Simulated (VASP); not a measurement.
# Si2Mo (I4/mmm) in VASP: single point with PBE+D3(BJ)

Aim: the single point of Si2Mo with PBE+D3(BJ).

Everything below comes from runs of VASP 6.6.1. Logs are shortened: lines on timing, memory, paths and dates and some standing lists are left out, and cuts for length are marked.

## (1) The cell of the first run

The structure is tetragonal, space group I4/mmm (No. 139). The conventional cell has a = 3.179 Å, b = 3.179 Å, c = 7.796 Å, α = 90.00°, β = 90.00°, γ = 90.00°. Si (site symmetry 4mm) has 9 Si at 2.58 to 3.18 Å and 5 Mo at 2.59 to 2.61 Å within 3.4 Å. Mo (site symmetry 4/mmm) has 10 Si at 2.59 to 2.61 Å and 4 Mo at 3.18 Å within 3.4 Å.

## (2) Single point, PBE+D3(BJ)

INCAR reads:

```
SYSTEM = Si2Mo
PREC = Accurate ; ENCUT = 520
EDIFF = 1E-6 ; ISMEAR = 0
SIGMA = 0.1 ; LREAL = .FALSE.
LASPH = .TRUE. ; NELM = 100
ALGO = Normal ; ISIF = 2
LWAVE = .FALSE. ; LCHARG = .FALSE.
GGA = PE ; IVDW = 12
NBANDS = 18
```

KPOINTS reads:

```
Automatic mesh
0
G
  20 20 20
  0 0 0
```

POSCAR reads:

```
Si2Mo
1.0
   -1.5893419304      1.5893419304      3.8980945714
    1.5893419304     -1.5893419304      3.8980945714
    1.5893419304      1.5893419304     -3.8980945714
Si Mo
2 1
Direct
    0.6653255067      0.6653255067      0.0000000000
    0.3346744933      0.3346744933      0.0000000000
    0.0000000000      0.0000000000      0.0000000000
```

Potentials or basis: VASP PAW PBE potentials, release 64 (Si, Mo_sv).

The run is started by

```sh
cat potpaw_PBE.64/Si/POTCAR potpaw_PBE.64/Mo_sv/POTCAR > POTCAR
mpirun -np 1 vasp_std > vasp.out
```

OUTCAR:

```text
SYSTEM = Si2Mo
   PREC = Accurate
   ENCUT = 520
   EDIFF = 1E-6
   ISMEAR = 0
   LREAL = .FALSE.
   LASPH = .TRUE.
   NELM = 100
   ISIF = 2
   GGA = PE
   IVDW = 12
 IVDW          = 12

 ion  position               nearest neighbor table
   1  0.665  0.665  0.000-   2 2.58   3 2.59   3 2.59   3 2.59   3 2.59   2 2.61   2 2.61   2 2.61
                             2 2.61   3 2.61
   2  0.335  0.335  0.000-   1 2.58   3 2.59   3 2.59   3 2.59   3 2.59   1 2.61   1 2.61   1 2.61
                             1 2.61   3 2.61
   3  0.000  0.000  0.000-   1 2.59   1 2.59   1 2.59   2 2.59   1 2.59   2 2.59   2 2.59   2 2.59
                             1 2.61   2 2.61

  LATTYP: Found a body centered tetragonal cell.
 ALAT       =     3.1786838608
 C/A-ratio  =     2.4526469080

  Lattice vectors:

 A1 = (  -1.5893419304,   1.5893419304,   3.8980945714)
 A2 = (   1.5893419304,  -1.5893419304,   3.8980945714)
 A3 = (   1.5893419304,   1.5893419304,  -3.8980945714)

Analysis of symmetry for initial positions (statically):
=====================================================================
 Subroutine PRICEL returns:
 Original cell was already a primitive cell.

 Routine SETGRP: Setting up the symmetry group for a
 body centered tetragonal supercell.

 Subroutine GETGRP returns: Found 16 space group operations
 (whereof 16 operations were pure point group operations)
 out of a pool of 16 trial point group operations.

The static configuration has the point symmetry D_4h.

Analysis of symmetry for dynamics (positions and initial velocities):
=====================================================================
 Subroutine PRICEL returns:
 Original cell was already a primitive cell.

 Routine SETGRP: Setting up the symmetry group for a
 body centered tetragonal supercell.

 Subroutine GETGRP returns: Found 16 space group operations
 (whereof 16 operations were pure point group operations)
 out of a pool of 16 trial point group operations.

The dynamic configuration has the point symmetry D_4h.

 Subroutine INISYM returns: Found 16 space group operations
 (whereof 16 operations are pure point group operations),
 and found     1 'primitive' translations

----------------------------------------------------------------------------------------

                                     Primitive cell

  volume of cell :      39.3865

  direct lattice vectors                    reciprocal lattice vectors
    -1.589341930  1.589341930  3.898094571     0.000000000  0.314595614  0.128267796
     1.589341930 -1.589341930  3.898094571     0.314595614  0.000000000  0.128267796
     1.589341930  1.589341930 -3.898094571     0.314595614  0.314595614  0.000000000

  length of vectors
     4.499684081  4.499684081  4.499684081     0.339739647  0.339739647  0.444905384

  position of ions in fractional coordinates (direct lattice)
     0.665325507  0.665325507  0.000000000
     0.334674493  0.334674493  0.000000000
     0.000000000  0.000000000  0.000000000

  ion indices of the primitive-cell ions
   primitive index   ion index
                 1           1
                 2           2
                 3           3

----------------------------------------------------------------------------------------

 KPOINTS: Automatic mesh

Automatic generation of k-mesh.
 Grid dimensions read from file:
 generate k-points for:   20   20   20

 Generating k-lattice:

  Cartesian coordinates                     Fractional coordinates (reciprocal lattice)
     0.000000000  0.015729781  0.006413390     0.050000000  0.000000000  0.000000000
     0.015729781  0.000000000  0.006413390     0.000000000  0.050000000  0.000000000
     0.015729781  0.015729781  0.000000000     0.000000000  0.000000000  0.050000000

  Length of vectors
     0.016986982  0.016986982  0.022245269

  Shift w.r.t. Gamma in fractional coordinates (k-lattice)
     0.000000000  0.000000000  0.000000000

 Subroutine IBZKPT returns following result:
 ===========================================

 Found    641 irreducible k-points:

 Following reciprocal coordinates:
            Coordinates               Weight
  0.000000  0.000000  0.000000      1.000000
  0.050000  0.000000  0.000000      8.000000
  0.100000 -0.000000  0.000000      8.000000
  0.150000  0.000000  0.000000      8.000000
  0.200000 -0.000000  0.000000      8.000000
  0.250000 -0.000000  0.000000      8.000000
[... 16 lines left out ...]
 -0.400000  0.050000 -0.000000     16.000000
 -0.350000  0.050000  0.000000     16.000000
 [... further k-points ...]
   k-points           NKPTS =    641   k-points in BZ     NKDIM =    641   number of bands    NBANDS=     18
   number of dos      NEDOS =    301   number of ions     NIONS =      3
   total plane-waves  NPLWV =  46656
   dimension x,y,z NGX =    36 NGY =   36 NGZ =   36
   dimension x,y,z NGXF=    72 NGYF=   72 NGZF=   72
   ions per type =               2   1
   NGX,Y,Z   is equivalent  to a cutoff of  13.30, 13.30, 13.30 a.u.
   NGXF,Y,Z  is equivalent  to a cutoff of  26.60, 26.60, 26.60 a.u.
 SYSTEM =  Si2Mo
   PREC   = accura    normal or accurate (medium, high low for compatibility)
   ISTART =      0    job   : 0-new  1-cont  2-samecut
   ICHARG =      2    charge: 1-file 2-atom 10-const
   ISPIN  =      1    spin polarized calculation?
   LNONCOLLINEAR =      F non collinear calculations
   LSORBIT =      F    spin-orbit coupling
   LASPH  =      T    aspherical Exc in radial PAW
   ENCUT  =  520.0 eV  38.22 Ry    6.18 a.u.   8.37  8.37  8.37*2*pi/ulx,y,z
   NELM   =    100;   NELMIN=  2; NELMDL= -5     # of ELM steps
   EDIFF  = 0.1E-05   stopping-criterion for ELM
   LREAL  =      F    real-space projection
   EDIFFG = 0.1E-04   stopping-criterion for IOM
   NSW    =      0    number of steps for IOM
   IBRION =     -1    ionic relax: 0-MD 1-quasi-New 2-CG
   NFREE  =      0    steps in history (QN), initial steepest desc. (CG)
   ISIF   =      2    stress and relaxation
   ISYM   =      2    0-nonsym 1-usesym 2-fastsym
   POTIM  = 0.5000    time-step for ionic-motion
   TEBEG  =    0.0;   TEEND  =   0.0 temperature during run
   PSTRESS=    0.0 pullay stress
   NELECT =      22.0000    total number of electrons
   NUPDOWN=      -1.0000    fix difference up-down
   EMIN   =  10.00;   EMAX   =-10.00  energy-range for DOS
   EFERMI =   0.00;   METHOD = LEGACY
   ISMEAR =     0;   SIGMA  =   0.10  broadening in eV -4-tet -1-fermi 0-gaus
   EFERMI_NEDOS =   21; number of points for ismear=-14 and -15
   IALGO  =     38    algorithm
   IMIX   =      4    mixing-type and parameters
     AMIX     =   0.40;   BMIX     =  1.00
     AMIX_MAG =   1.60;   BMIX_MAG =  1.00
  volume/ion in A,a.u.               =      13.13        88.60
  Fermi-wavevector in a.u.,A,eV,Ry     =   1.348238  2.547801 24.731948  1.817747
  Thomas-Fermi vector in A             =   2.475924
   LORBIT       =      0    0 simple, 1 ext, 2 COOP (PROOUT), +10 PAW based schemes
   GGA     = PE    functional components
   LHFCALC =     F    Hartree Fock is set to
   AEXX    =    0.0000 exact exchange contribution
   IVDW    =    12    specifies the selected vdW correction
   LEPSILON=     F    determine dielectric tensor
   LRPA    =     F    only Hartree local field effects (RPA)
 non-spin polarized calculation
 Gauss-broadening in eV      SIGMA  =   0.10
  energy-cutoff  :      520.00
  volume of cell :       39.39
 maximum number of plane-waves:      1080
 NGX is ok and might be reduce to    36
   NGX = 17   NGY = 17   NGZ = 17

 number of electron      22.0000000 magnetization

 Free energy of the ion-electron system (eV)
  ---------------------------------------------------
  ext. energy  EPLUGINS =         0.00000000
  ---------------------------------------------------
  free energy    TOTEN  =       -23.23027993 eV

  energy without entropy =      -23.22923407  energy(sigma->0) =      -23.22975700

 E-fermi :  12.5775     XC(G=0): -12.5298

 val. band max:       12.5665612704   @ k =  -0.4500   0.4500   0.3500
 cond. band min:      12.5862920958   @ k =   0.5000   0.5000   0.3000
 fundamental gap:      0.0197308254
 Fermi energy:        12.5774941058

 k-point     1 :       0.0000    0.0000    0.0000
  band No.  band energies     occupation
      1     -48.1100      2.00000
      2     -22.2790      2.00000
      3     -22.1872      2.00000
      4     -22.1872      2.00000
      5      -1.0102      2.00000
      6       6.0686      2.00000
[... 10 lines left out ...]
     17      17.8102      0.00000
     18      17.8102      0.00000

 k-point     2 :       0.0500    0.0000    0.0000
  band No.  band energies     occupation
      1     -48.1095      2.00000
      2     -22.2785      2.00000
      3     -22.1942      2.00000
      4     -22.1866      2.00000
      5      -0.9637      2.00000
      6       6.0742      2.00000
[... 10 lines left out ...]
     17      17.8388      0.00000
     18      18.1162      0.00000

 k-point     3 :       0.1000   -0.0000    0.0000
  band No.  band energies     occupation
      1     -48.1080      2.00000
      2     -22.2770      2.00000
      3     -22.2143      2.00000
      4     -22.1847      2.00000
      5      -0.8250      2.00000
      6       6.0839      2.00000
[... 10 lines left out ...]
     17      17.9782      0.00000
     18      18.8042      0.00000

 k-point     4 :       0.1500    0.0000    0.0000
  band No.  band energies     occupation
      1     -48.1058      2.00000
      2     -22.2748      2.00000
      3     -22.2455      2.00000
      4     -22.1818      2.00000
      5      -0.5970      2.00000
      6       6.0724      2.00000
[... 10 lines left out ...]
     17      18.3678      0.00000
     18      19.6775      0.00000

 k-point     5 :       0.2000   -0.0000    0.0000
  band No.  band energies     occupation
      1     -48.1029      2.00000
      2     -22.2850      2.00000
      3     -22.2713      2.00000
      4     -22.1781      2.00000
      5      -0.2838      2.00000
      6       5.9847      2.00000
[... 10 lines left out ...]
     17      18.9899      0.00000
     18      20.6631      0.00000

 k-point     6 :       0.2500   -0.0000    0.0000
  band No.  band energies     occupation
      1     -48.0998      2.00000
      2     -22.3278      2.00000
      3     -22.2683      2.00000
      4     -22.1741      2.00000
      5       0.1083      2.00000
      6       5.7452      2.00000
[... 10 lines left out ...]
     17      19.6084      0.00000
     18      21.6446      0.00000

 k-point     7 :       0.3000    0.0000    0.0000
  band No.  band energies     occupation
      1     -48.0966      2.00000
      2     -22.3705      2.00000
      3     -22.2649      2.00000
      4     -22.1700      2.00000
      5       0.5720      2.00000
      6       5.3348      2.00000
[... 10 lines left out ...]
     17      19.8422      0.00000
     18      21.6590      0.00000

 k-point     8 :       0.3500    0.0000    0.0000
  band No.  band energies     occupation
      1     -48.0937      2.00000
      2     -22.4088      2.00000
      3     -22.2619      2.00000
      4     -22.1663      2.00000
      5       1.0982      2.00000
      6       4.8069      2.00000
[... 10 lines left out ...]
     17      19.6108      0.00000
     18      21.6600      0.00000
[... 229 lines left out ...]
     17      19.4150      0.00000
     18      21.0137      0.00000

 k-point    20 :       0.4500    0.0500    0.0000
  band No.  band energies     occupation
      1     -48.0895      2.00000
      2     -22.4573      2.00000
      3     -22.2576      2.00000
      4     -22.1680      2.00000
      5       2.3946      2.00000
      6       3.5373      2.00000
[... 10 lines left out ...]
     17      19.3961      0.00000
     18      20.3732      0.00000

 k-point    21 :       0.5000    0.0500    0.0000
  band No.  band energies     occupation
      1     -48.0890      2.00000
      2     -22.4639      2.00000
      3     -22.2567      2.00000
      4     -22.1673      2.00000
      5       2.8765      2.00000
      6       3.0439      2.00000
[... 10 lines left out ...]
     17      19.5264      0.00000
     18      20.1190      0.00000

 k-point    22 :      -0.4500    0.0500   -0.0000
  band No.  band energies     occupation
      1     -48.0895      2.00000
      2     -22.4572      2.00000
      3     -22.2570      2.00000
      4     -22.1680      2.00000
      5       2.2484      2.00000
      6       3.6726      2.00000
[... 10 lines left out ...]
     17      19.5621      0.00000
     18      20.5435      0.00000

 k-point    23 :      -0.4000    0.0500   -0.0000
  band No.  band energies     occupation
      1     -48.0910      2.00000
      2     -22.4379      2.00000
      3     -22.2582      2.00000
      4     -22.1698      2.00000
      5       1.6345      2.00000
      6       4.3052      2.00000
[... 10 lines left out ...]
     17      19.6465      0.00000
     18      21.3164      0.00000

 k-point    24 :      -0.3500    0.0500    0.0000
  band No.  band energies     occupation
      1     -48.0933      2.00000
      2     -22.4077      2.00000
      3     -22.2604      2.00000
      4     -22.1728      2.00000
      5       1.0617      2.00000
      6       4.9169      2.00000
[... 10 lines left out ...]
     17      19.7730      0.00000
     18      21.4539      0.00000

 [... further k-points ...]

------------------------ aborting loop because EDIFF is reached ----------------------------------------

 Edisp (eV)   -1.76777

 E8    (eV) :    -0.7688

  FORCE on cell =-STRESS in cart. coord.  units (eV):
  Direction    XX          YY          ZZ          XY          YZ          ZX
  --------------------------------------------------------------------------------------
  -------------------------------------------------------------------------------------
  Total       0.04368     0.04368     0.03259     0.00000     0.00000     0.00000
  in kB       1.77669     1.77669     1.32569     0.00000     0.00000     0.00000
  external pressure =        1.63 kB  Pullay stress =        0.00 kB

 VOLUME and BASIS-vectors are now :
 -----------------------------------------------------------------------------
  energy-cutoff  :      520.00
  volume of cell :       39.39
      direct lattice vectors                 reciprocal lattice vectors
    -1.589341930  1.589341930  3.898094571     0.000000000  0.314595614  0.128267796
     1.589341930 -1.589341930  3.898094571     0.314595614  0.000000000  0.128267796
     1.589341930  1.589341930 -3.898094571     0.314595614  0.314595614  0.000000000

 POSITION                                       TOTAL-FORCE (eV/Angst)
 -----------------------------------------------------------------------------------
      0.00000      0.00000      5.18700         0.000000      0.000000      0.011258
      0.00000      0.00000      2.60919        -0.000000     -0.000000     -0.011258
      0.00000      0.00000      0.00000        -0.000000     -0.000000     -0.000000
 -----------------------------------------------------------------------------------
    total drift:                               -0.000000      0.000000     -0.000000

  FREE ENERGIE OF THE ION-ELECTRON SYSTEM (eV)
  ---------------------------------------------------
  free  energy   TOTEN  =       -24.9980455648 eV

  energy  without entropy=      -24.9969997087  energy(sigma->0) =      -24.99752264
```

It took 4.7 min on 1 thread of Intel Xeon 6975P-C (Granite Rapids), shared host; peak memory 0.54 GiB.

What came out:

```
Free energy                : -24.9980 eV
Pressure                   : 0.2 GPa
Largest force              : 0.011 eV/Å
Band gap on the k mesh     : zero (band 11 reaches 13.08 eV, above the bottom of band 12 at 12.10 eV)
Dispersion energy per atom : -0.589 eV
```

Forces on the atoms (eV/Å):
```
Si   0.000  0.000  0.011
Si   0.000  0.000 -0.011
Mo   0.000  0.000  0.000
```

Caveat: pairwise dispersion overbinds metals, which lowers pressure and volume.
